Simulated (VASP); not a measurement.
Wanted: the native input for a VASP 6.6.1 run.

```yaml
Task: single point
Functional: PBE
Dispersion: D3(BJ)
Potentials_or_basis: VASP PAW PBE potentials, release 64 (Se, Zr_sv)
Cutoff: 400 eV
k_mesh: 21 × 21 × 1
Occupations: gaussian, width 0.05 eV
Spin: no spin polarisation
Dipole_correction: yes
Further_INCAR_settings: ALGO = Normal; EDIFF = 1e-06; NBANDS = 33; NELMDL = -8
```

The structure of ZrSe2 lies in POSCAR:

```
ZrSe2
1.0
    3.7979980600      0.0000000000      0.0000000000
   -1.8989990300      3.2891628000      0.0000000000
    0.0000000000      0.0000000000     27.2880001872
Se Zr
4 2
Direct
    0.6666666665      0.3333333335      0.3313981671
    0.3333333335      0.6666666670      0.4466832611
    0.6666666665      0.3333333335      0.5533166987
    0.3333333335      0.6666666670      0.6686020173
    0.0000000000      0.0000000000      0.3890757725
    0.0000000000      0.0000000000      0.6109240832
```

One way to write it, as run:

INCAR

```
SYSTEM = ZrSe2
PREC = Accurate
ENCUT = 400
EDIFF = 1E-6
ISMEAR = 0
SIGMA = 0.05
LREAL = .False.
LASPH = .True.
NELM = 120
ALGO = Normal
ISIF = 2
LWAVE = .False.
LCHARG = .False.
LDIPOL = .True.
IDIPOL = 3
DIPOL = 0.5 0.5 0.500
GGA = PE
IVDW = 12
NBANDS = 33
GGA_COMPAT = .False.
NELMDL = -8
```

KPOINTS

```
Automatic mesh
0
Gamma
  21 21 1
  0 0 0
```

Potentials or basis: VASP PAW PBE potentials, release 64 (Se, Zr_sv).

Command:

```bash
$ cat potpaw_PBE.64/Se/POTCAR potpaw_PBE.64/Zr_sv/POTCAR > POTCAR
$ mpirun -np 1 vasp_std > vasp.out
```

Results of the run:

```yaml
Largest_force: 0.024 eV/Å
Band_gap_on_the_k_mesh: 0.45 eV (least direct gap 1.09 eV)
Dispersion_energy_per_atom: -0.327 eV
```

Caveat: semilocal functionals underestimate gaps, and a narrow one can read as zero.

Wall time 28 min on 1 thread of Oxide Virtual Turin-like Processor, with other jobs on the host, peak memory 0.51 GiB.
